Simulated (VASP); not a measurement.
# SiNi (Pmmn) in VASP: notebook

SiNi is run at these levels: revPBE, PBEsol; tasks: relaxation of cell and atoms.

Program: VASP 6.6.1. These are calculated values, not measurements. Logs are shortened: lines on timing, memory, paths and dates and some standing lists are left out, and cuts for length are marked.

### 1 The cell of the first run

Symmetry: Pmmn, No. 59, orthorhombic system. The conventional cell has a = 2.943 Å, b = 3.280 Å, c = 4.677 Å, α = 90.00°, β = 90.00°, γ = 90.00°. Ni (site symmetry mm2) has 6 Si at 2.34 to 2.37 Å and 6 Ni at 2.65 to 2.94 Å within 3.1 Å. Si (site symmetry mm2) has 6 Ni at 2.34 to 2.37 Å and 6 Si at 2.65 to 2.94 Å within 3.1 Å.

### 2 Relaxation of cell and atoms, revPBE, collinear spin, ferromagnetic start

INCAR reads:

```
  PREC = Accurate
  ENCUT = 600
  EDIFF = 1E-6
  ISMEAR = -1
  SIGMA = 0.05
  LREAL = False
  LASPH = True
  NELM = 150
  ALGO = Fast
  ISIF = 3
  LWAVE = False
  LCHARG = False
  ISPIN = 2
  MAGMOM = 1 1 0 0
  LORBIT = 11
  LMAXMIX = 4
  GGA = RE
  IBRION = 2
  NSW = 60
  EDIFFG = -0.01
```

KPOINTS reads:

```
regular mesh
0
Gamma
  9 8 6
```

POSCAR reads:

```
SiNi
1.0
    2.9427706600      0.0000000000      0.0000000000
    0.0000000000      3.2803255400      0.0000000000
    0.0000000000      0.0000000000      4.6774467600
Ni Si
2 2
Direct
    0.5000000000      0.5000000000      0.3424955900
    0.0000000000      0.0000000000      0.6575044100
    0.5000000000      0.5000000000      0.8431431600
    0.0000000000      0.0000000000      0.1568568400
```

Potentials or basis: VASP PAW PBE potentials, release 64 (Ni, Si).

Run with:

```
cat potpaw_PBE.64/Ni/POTCAR potpaw_PBE.64/Si/POTCAR > POTCAR
mpirun -np 1 vasp_std > vasp.out
```

OUTCAR:

```text
PREC = Accurate
   ENCUT = 600
   EDIFF = 1E-6
   ISMEAR = -1
   LREAL = False
   LASPH = True
   NELM = 150
   ISIF = 3
   ISPIN = 2
   LORBIT = 11
   GGA = RE
   IBRION = 2
   NSW = 60
   EDIFFG = -0.01

 ion  position               nearest neighbor table
   1  0.500  0.500  0.342-   3 2.34   3 2.34   4 2.37   4 2.37   4 2.37   4 2.37   2 2.65   2 2.65
                             2 2.65   2 2.65
   2  0.000  0.000  0.658-   4 2.34   4 2.34   3 2.37   3 2.37   3 2.37   3 2.37   1 2.65   1 2.65
                             1 2.65   1 2.65
   3  0.500  0.500  0.843-   1 2.34   1 2.34   2 2.37   2 2.37   2 2.37   2 2.37   4 2.65   4 2.65
                             4 2.65   4 2.65
   4  0.000  0.000  0.157-   2 2.34   2 2.34   1 2.37   1 2.37   1 2.37   1 2.37   3 2.65   3 2.65
                             3 2.65   3 2.65

  LATTYP: Found a simple orthorhombic cell.
 ALAT       =     2.9427706600
 B/A-ratio  =     1.1147064855
 C/A-ratio  =     1.5894703667

  Lattice vectors:

 A1 = (   2.9427706600,   0.0000000000,   0.0000000000)
 A2 = (   0.0000000000,   3.2803255400,   0.0000000000)
 A3 = (   0.0000000000,   0.0000000000,   4.6774467600)

Analysis of symmetry for initial positions (statically):
=====================================================================
 Subroutine PRICEL returns:
 Original cell was already a primitive cell.

 Routine SETGRP: Setting up the symmetry group for a
 simple orthorhombic supercell.

 Subroutine GETGRP returns: Found  8 space group operations
 (whereof  4 operations were pure point group operations)
 out of a pool of  8 trial point group operations.

The static configuration has the point symmetry C_2v.
 The point group associated with its full space group is D_2h.

Analysis of symmetry for dynamics (positions and initial velocities):
=====================================================================
 Subroutine PRICEL returns:
 Original cell was already a primitive cell.

 Routine SETGRP: Setting up the symmetry group for a
 simple orthorhombic supercell.

 Subroutine GETGRP returns: Found  8 space group operations
 (whereof  4 operations were pure point group operations)
 out of a pool of  8 trial point group operations.

The dynamic configuration has the point symmetry C_2v.
 The point group associated with its full space group is D_2h.

Analysis of structural, dynamic, and magnetic symmetry:
=====================================================================
 Subroutine PRICEL returns:
 Original cell was already a primitive cell.

 Routine SETGRP: Setting up the symmetry group for a
 simple orthorhombic supercell.

 Subroutine GETGRP returns: Found  8 space group operations
 (whereof  4 operations were pure point group operations)
 out of a pool of  8 trial point group operations.

The overall configuration has the point symmetry C_2v.
 The point group associated with its full space group is D_2h.

 Subroutine INISYM returns: Found  8 space group operations
 (whereof  4 operations are pure point group operations),
 and found     1 'primitive' translations

----------------------------------------------------------------------------------------

                                     Primitive cell

  volume of cell :      45.1525

  direct lattice vectors                    reciprocal lattice vectors
     2.942770660  0.000000000  0.000000000     0.339815812  0.000000000  0.000000000
     0.000000000  3.280325540  0.000000000     0.000000000  0.304847793  0.000000000
     0.000000000  0.000000000  4.677446760     0.000000000  0.000000000  0.213791851

  length of vectors
     2.942770660  3.280325540  4.677446760     0.339815812  0.304847793  0.213791851

  position of ions in fractional coordinates (direct lattice)
     0.500000000  0.500000000  0.342495590
     0.000000000  0.000000000  0.657504410
     0.500000000  0.500000000  0.843143160
     0.000000000  0.000000000  0.156856840

  ion indices of the primitive-cell ions
   primitive index   ion index
                 1           1
                 2           2
                 3           3
                 4           4

----------------------------------------------------------------------------------------

 KPOINTS: regular mesh

[... 27 lines left out ...]
  0.333333  0.000000  0.000000      2.000000
  0.444444  0.000000  0.000000      2.000000
  0.000000  0.125000  0.000000      2.000000
[... 16 lines left out ...]
  0.222222  0.500000  0.000000      2.000000
  0.333333  0.500000  0.000000      2.000000
 [... further k-points ...]
   k-points           NKPTS =    100   k-points in BZ     NKDIM =    100   number of bands    NBANDS=     19
   number of dos      NEDOS =    301   number of ions     NIONS =      4
   total plane-waves  NPLWV =  26880
   dimension x,y,z NGX =    24 NGY =   28 NGZ =   40
   dimension x,y,z NGXF=    48 NGYF=   56 NGZF=   80
   ions per type =               2   2
   NGX,Y,Z   is equivalent  to a cutoff of  13.56, 14.19, 14.22 a.u.
   NGXF,Y,Z  is equivalent  to a cutoff of  27.12, 28.38, 28.43 a.u.
 SYSTEM =  unknown system
   PREC   = accura    normal or accurate (medium, high low for compatibility)
   ISTART =      0    job   : 0-new  1-cont  2-samecut
   ICHARG =      2    charge: 1-file 2-atom 10-const
   ISPIN  =      2    spin polarized calculation?
   LNONCOLLINEAR =      F non collinear calculations
   LSORBIT =      F    spin-orbit coupling
   LASPH  =      T    aspherical Exc in radial PAW
   ENCUT  =  600.0 eV  44.10 Ry    6.64 a.u.   5.88  6.55  9.34*2*pi/ulx,y,z
   NELM   =    150;   NELMIN=  2; NELMDL= -5     # of ELM steps
   EDIFF  = 0.1E-05   stopping-criterion for ELM
   LREAL  =      F    real-space projection
   EDIFFG = -.1E-01   stopping-criterion for IOM
   NSW    =     60    number of steps for IOM
   IBRION =      2    ionic relax: 0-MD 1-quasi-New 2-CG
   NFREE  =      1    steps in history (QN), initial steepest desc. (CG)
   ISIF   =      3    stress and relaxation
   ISYM   =      2    0-nonsym 1-usesym 2-fastsym
   POTIM  = 0.5000    time-step for ionic-motion
   TEBEG  =    0.0;   TEEND  =   0.0 temperature during run
   PSTRESS=    0.0 pullay stress
   NELECT =      28.0000    total number of electrons
   NUPDOWN=      -1.0000    fix difference up-down
   EMIN   =  10.00;   EMAX   =-10.00  energy-range for DOS
   EFERMI =   0.00;   METHOD = LEGACY
   ISMEAR =    -1;   SIGMA  =   0.05  broadening in eV -4-tet -1-fermi 0-gaus
   EFERMI_NEDOS =   21; number of points for ismear=-14 and -15
   IALGO  =     68    algorithm
   IMIX   =      4    mixing-type and parameters
     AMIX     =   0.40;   BMIX     =  1.00
     AMIX_MAG =   1.60;   BMIX_MAG =  1.00
  volume/ion in A,a.u.               =      11.29        76.18
  Fermi-wavevector in a.u.,A,eV,Ry     =   1.396047  2.638147 26.517045  1.948948
  Thomas-Fermi vector in A             =   2.519440
   LORBIT       =     11    0 simple, 1 ext, 2 COOP (PROOUT), +10 PAW based schemes
   GGA     = RE    functional components
   LHFCALC =     F    Hartree Fock is set to
   AEXX    =    0.0000 exact exchange contribution
   IVDW    =     0    specifies the selected vdW correction
   LEPSILON=     F    determine dielectric tensor
   LRPA    =     F    only Hartree local field effects (RPA)
 conjugate gradient relaxation of ions
 spin polarized calculation
 RMM-DIIS sequential band-by-band and
  energy-cutoff  :      600.00
  volume of cell :       45.15
 maximum number of plane-waves:      1531
 NGX is ok and might be reduce to    24
   NGX = 11   NGY = 13   NGZ = 19

--------------------------------------- Ionic step        1  -------------------------------------------

 number of electron      27.9999999 magnetization       0.0000020

 number of electron      27.9999999 magnetization      -0.0000152

 Free energy of the ion-electron system (eV)
  ---------------------------------------------------
  ext. energy  EPLUGINS =         0.00000000
  ---------------------------------------------------
  free energy    TOTEN  =       -22.23331864 eV

  energy without entropy =      -22.22506759  energy(sigma->0) =      -22.22919312

------------------------ aborting loop because EDIFF is reached ----------------------------------------

  FORCE on cell =-STRESS in cart. coord.  units (eV):
  Direction    XX          YY          ZZ          XY          YZ          ZX
  --------------------------------------------------------------------------------------
  -------------------------------------------------------------------------------------
  Total        2.4757569      2.7008986      2.7555876      0.0000000      0.0000000      0.0000000
  in kB       87.8489071     95.8377571     97.7783243      0.0000000      0.0000000      0.0000000
  external PRESSURE =      93.8216628 kB  Pullay stress =       0.0000000 kB
[... 99 lines left out ...]
  FREE ENERGIE OF THE ION-ELECTRON SYSTEM (eV)
  ---------------------------------------------------
  free  energy   TOTEN  =       -22.2942915629 eV

  energy  without entropy=      -22.2854487188  energy(sigma->0) =      -22.28987014

[... ionic steps 4 to 19 ...]

--------------------------------------- Ionic step       20  -------------------------------------------

 number of electron      27.9999995 magnetization      -0.0000001

 number of electron      27.9999995 magnetization       0.0000001
[... 77 lines left out ...]
 number of electron      27.9999994 magnetization      -0.0000001

 number of electron      27.9999994 magnetization       0.0000000

 Free energy of the ion-electron system (eV)
  ---------------------------------------------------
  ext. energy  EPLUGINS =         0.00000000
  ---------------------------------------------------
  free energy    TOTEN  =       -22.29658401 eV

  energy without entropy =      -22.28779379  energy(sigma->0) =      -22.29218890

 E-fermi :  11.0778     XC(G=0): -12.3178

 val. band max:       11.0546300533   @ k =   0.1111   0.0000   0.0000
 cond. band min:      11.1093727886   @ k =   0.3333   0.3750   0.0000
 fundamental gap:      0.0547427353
 Fermi energy:        11.0778370181

 spin component 1

 k-point     1 :       0.0000    0.0000    0.0000
  band No.  band energies     occupation
      1      -2.6132      1.00000
      2       3.0690      1.00000
      3       4.7521      1.00000
      4       7.0804      1.00000
      5       7.5064      1.00000
      6       8.2435      1.00000
[... 517 lines left out ...]
     18      12.8274      0.00000
     19      15.9723      0.00000

 [... further k-points ...]

 spin component 2

 k-point     1 :       0.0000    0.0000    0.0000
  band No.  band energies     occupation
      1      -2.6132      1.00000
      2       3.0690      1.00000
      3       4.7521      1.00000
      4       7.0804      1.00000
      5       7.5064      1.00000
      6       8.2435      1.00000
[... 550 lines left out ...]
  FREE ENERGIE OF THE ION-ELECTRON SYSTEM (eV)
  ---------------------------------------------------
  free  energy   TOTEN  =       -22.2965840094 eV

  energy  without entropy=      -22.2877937879  energy(sigma->0) =      -22.29218890

 reached required accuracy - stopping structural energy minimisation

 total charge

# of ion       s       p       d       tot
------------------------------------------
    1        0.463   0.574   8.445   9.481
    2        0.463   0.574   8.445   9.481
    3        0.750   0.842   0.000   1.591
    4        0.750   0.842   0.000   1.591
--------------------------------------------------
tot          2.425   2.831  16.889  22.145

 magnetization (x)

# of ion       s       p       d       tot
------------------------------------------
    1       -0.000   0.000  -0.000  -0.000
    2       -0.000   0.000  -0.000  -0.000
    3       -0.000   0.000   0.000   0.000
    4       -0.000   0.000   0.000   0.000
--------------------------------------------------
tot         -0.000   0.000  -0.000  -0.000
```

It took 40 min on 1 thread of Oxide Virtual Turin-like, shared host; peak memory 0.28 GiB.

Results:

| Item | Value |
| --- | --- |
| Free energy | -22.2966 eV |
| Relaxed volume | 11.86 Å³/atom |
| Relaxed cell | a = 3.006 Å, b = 3.335 Å, c = 4.731 Å, α = 90.00°, β = 90.00°, γ = 90.00° |
| Space group after relaxing (to 0.1 Å) | Pmmn (No. 59) |
| Energy gained by relaxing | 15.8 meV/atom |
| Ionic steps | 22 |
| Pressure after relaxing | 0.0 GPa |
| Largest force after relaxing | 0.007 eV/Å |
| Band gap on the k mesh | zero (filled and empty bands overlap) |
| Net moment | 0.00 μB per cell |
| Valence electrons inside the program's atomic spheres | Ni 9.48; Si 1.59 |

Forces on the atoms (eV/Å):
```
Ni   0.000  0.000  0.007
Ni   0.000  0.000 -0.007
Si   0.000  0.000 -0.002
Si   0.000  0.000  0.002
```

Stress tensor (GPa, compression positive):
```
-0.01  0.00  0.00
 0.00 -0.06  0.00
 0.00  0.00  0.04
```

Step by step:
| step | energy change (eV) | largest force (eV/Å) | pressure (GPa) | volume (Å³) |
| --- | --- | --- | --- | --- |
| 1 | 0.0000 | 0.0976 | 9.38 | 45.15 |
| 2 | -0.0047 | 0.2091 | -7.06 | 49.61 |
| 3 | -0.0610 | 0.0793 | -0.49 | 47.32 |
| 4 | -0.0608 | 0.0688 | 0.33 | 47.19 |
| 5 | -0.0609 | 0.0718 | 0.33 | 47.23 |
| 6 | -0.0628 | 0.0161 | 0.41 | 47.31 |
| 7 | -0.0630 | 0.0157 | 0.51 | 47.34 |
| 8 | -0.0629 | 0.0095 | -0.40 | 47.60 |
| 9 | -0.0631 | 0.0134 | -0.02 | 47.44 |
| 10 | -0.0631 | 0.0128 | 0.02 | 47.46 |
| 11 | -0.0631 | 0.0110 | -0.40 | 47.53 |
| 12 | -0.0631 | 0.0129 | 0.04 | 47.47 |
| 13 | -0.0631 | 0.0117 | -0.08 | 47.50 |
| 14 | -0.0631 | 0.0122 | -0.09 | 47.49 |
| 15 | -0.0631 | 0.0127 | -0.01 | 47.48 |
| 16 | -0.0631 | 0.0121 | -0.18 | 47.49 |
| 17 | -0.0631 | 0.0124 | -0.09 | 47.48 |
| 18 | -0.0632 | 0.0024 | -0.07 | 47.49 |
| 19 | -0.0632 | 0.0137 | -0.05 | 47.49 |
| 20 | -0.0633 | 0.0048 | -0.10 | 47.46 |
| 21 | -0.0631 | 0.0255 | 0.14 | 47.38 |
| 22 | -0.0633 | 0.0069 | -0.01 | 47.43 |

Final structure:
```xyz
4
Lattice="3.0063 0.0000 0.0000 0.0000 3.3351 0.0000 0.0000 0.0000 4.7309" Properties=species:S:1:pos:R:3 pbc="T T T"
Ni    1.5031    1.6676    1.6172
Ni    0.0000    0.0000    3.1136
Si    1.5031    1.6676    3.9893
Si    0.0000    0.0000    0.7415
```

Levels at points of the mesh, in eV from the Fermi level:
Spin up:
```
           k point  band 10  band 11  band 12  band 13  band 14  band 15  band 16  band 17  band 18  band 19
(0.00, 0.00, 0.00)    -2.53    -2.21    -1.91    -1.91    -1.27     1.09     2.59     5.01     5.31     6.91
(0.00, 0.50, 0.00)    -2.60    -2.14    -2.14    -2.06    -2.06     1.14     1.14     4.71     4.71     7.56
(0.00, 0.00, 0.50)    -2.65    -2.54    -1.95     1.06     1.64     2.08     2.34     2.70     3.49     4.30
(0.00, 0.50, 0.50)    -2.39    -1.93    -1.93    -1.92    -1.92     5.12     5.12     5.20     5.20     7.07
```
Spin down:
| k point | band 11 | band 12 | band 13 | band 14 | band 15 | band 16 | band 17 | band 18 |
| --- | --- | --- | --- | --- | --- | --- | --- | --- |
| (0.00, 0.00, 0.00) | -2.21 | -1.91 | -1.91 | -1.27 | 1.09 | 2.59 | 5.01 | 5.31 |
| (0.00, 0.50, 0.00) | -2.14 | -2.14 | -2.06 | -2.06 | 1.14 | 1.14 | 4.71 | 4.71 |
| (0.00, 0.00, 0.50) | -2.54 | -1.95 | 1.06 | 1.64 | 2.08 | 2.34 | 2.70 | 3.49 |
| (0.00, 0.50, 0.50) | -1.93 | -1.93 | -1.92 | -1.92 | 5.12 | 5.12 | 5.20 | 5.20 |

Caveat: the moments typed at the start vanished in this run; the PAW data sets were made with another functional, which shifts forces and pressure a little.

### 3 Relaxation of cell and atoms, PBEsol, collinear spin, ferromagnetic start, target pressure 30 GPa, at which the enthalpy is minimised

INCAR reads:

```
SYSTEM = SiNi
ALGO = Normal
EDIFF = 1E-6
EDIFFG = -0.02
ENCUT = 600
GGA = PS
IBRION = 2
ISIF = 3
ISMEAR = -1
ISPIN = 2
LASPH = .TRUE.
LCHARG = .FALSE.
LMAXMIX = 4
LORBIT = 11
LREAL = .FALSE.
LWAVE = .FALSE.
MAGMOM = 1 1 0 0
NELM = 150
NSW = 80
PREC = Accurate
PSTRESS = 300.0
SIGMA = 0.05
```

KPOINTS reads:

```
k-points
0
G
  9 8 6
  0 0 0
```

POSCAR is that of step 2.

Potentials or basis: VASP PAW PBE potentials, release 64 (Ni, Si).

Run with:

```
cat potpaw_PBE.64/Ni/POTCAR potpaw_PBE.64/Si/POTCAR > POTCAR
mpirun -np 1 vasp_std > vasp.out
```

It took 28 min on 1 thread of Oxide Virtual Turin-like, shared host; peak memory 0.28 GiB.

Results (log left out):

- Free energy: -25.5349 eV
- Relaxed volume: 10.01 Å³/atom
- Relaxed cell: a = 2.755 Å, b = 3.193 Å, c = 4.553 Å, α = 90.00°, β = 90.00°, γ = 90.00°
- Space group after relaxing (to 0.1 Å): Pmmn (No. 59)
- Energy change on relaxing (the run minimises the enthalpy): +108.7 meV/atom
- Ionic steps: 16
- Pressure after relaxing: 29.8 GPa
- Largest force after relaxing: 0.014 eV/Å
- Band gap on the k mesh: zero (filled and empty bands overlap)
- Net moment: 0.00 μB per cell
- Valence electrons inside the program's atomic spheres: Ni 9.87; Si 1.70

Forces in eV/Å, atoms in the order of the input:
```
Ni   0.000  0.000 -0.012
Ni   0.000  0.000  0.012
Si   0.000  0.000 -0.014
Si   0.000  0.000  0.014
```

Stress tensor (GPa, compression positive):
```
29.78  0.00  0.00
 0.00 29.75  0.00
 0.00  0.00 29.96
```

Step by step:
```tsv
step	energy change (eV)	largest force (eV/Å)	pressure (GPa)	volume (Å³)
1	0.0000	0.0936	0.37	45.15
2	3.8401	1.2659	132.82	32.84
3	0.3601	0.3984	27.67	40.63
4	0.4001	0.4177	29.41	40.40
5	0.4171	0.4256	30.12	40.31
6	0.4377	0.1105	30.35	40.06
7	0.4433	0.0989	30.34	40.03
8	0.4232	0.0337	29.34	40.12
9	0.4160	0.0866	29.17	40.16
10	0.4437	0.0810	30.38	40.00
11	0.4493	0.0794	30.49	39.97
12	0.4607	0.0767	30.93	39.91
13	0.4527	0.0788	30.81	39.95
14	0.4406	0.0195	30.21	40.01
15	0.4402	0.0172	30.14	40.02
16	0.4348	0.0142	29.83	40.05
```

Final structure:
```
Ni Si
1.0
     2.75487    0.00000    0.00000
     0.00000    3.19284    0.00000
     0.00000    0.00000    4.55277
Ni Si
2 2
Direct
  0.50000 0.50000 0.34718
  0.00000 0.00000 0.65282
  0.50000 0.50000 0.84548
  0.00000 0.00000 0.15452
```

Levels at points of the mesh, in eV from the Fermi level:
Spin up:
| k point | band 11 | band 12 | band 13 | band 14 | band 15 | band 16 | band 17 | band 18 |
| --- | --- | --- | --- | --- | --- | --- | --- | --- |
| (0.00, 0.00, 0.00) | -2.59 | -2.24 | -2.21 | -1.82 | 2.23 | 2.59 | 5.58 | 6.74 |
| (0.00, 0.50, 0.00) | -2.61 | -2.61 | -2.44 | -2.44 | 1.22 | 1.22 | 6.10 | 6.10 |
| (0.00, 0.00, 0.50) | -3.02 | -2.29 | 1.03 | 1.32 | 1.66 | 2.33 | 3.86 | 3.89 |
| (0.00, 0.50, 0.50) | -2.43 | -2.43 | -2.24 | -2.24 | 5.19 | 5.19 | 6.52 | 6.52 |
Spin down:
```tsv
k point	band 11	band 12	band 13	band 14	band 15	band 16	band 17	band 18
(0.00, 0.00, 0.00)	-2.59	-2.24	-2.21	-1.82	2.23	2.59	5.58	6.74
(0.00, 0.50, 0.00)	-2.61	-2.61	-2.44	-2.44	1.22	1.22	6.10	6.10
(0.00, 0.00, 0.50)	-3.02	-2.29	1.03	1.32	1.66	2.33	3.86	3.89
(0.00, 0.50, 0.50)	-2.43	-2.43	-2.24	-2.24	5.19	5.19	6.52	6.52
```

Caveat: the cell is relaxed towards a set pressure, so the run minimises the enthalpy, not the energy; the moments typed at the start vanished in this run; the PAW data sets were made with another functional, which shifts forces and pressure a little.

The gap in the log of VASP goes by the Fermi energy; the results here count the filled bands.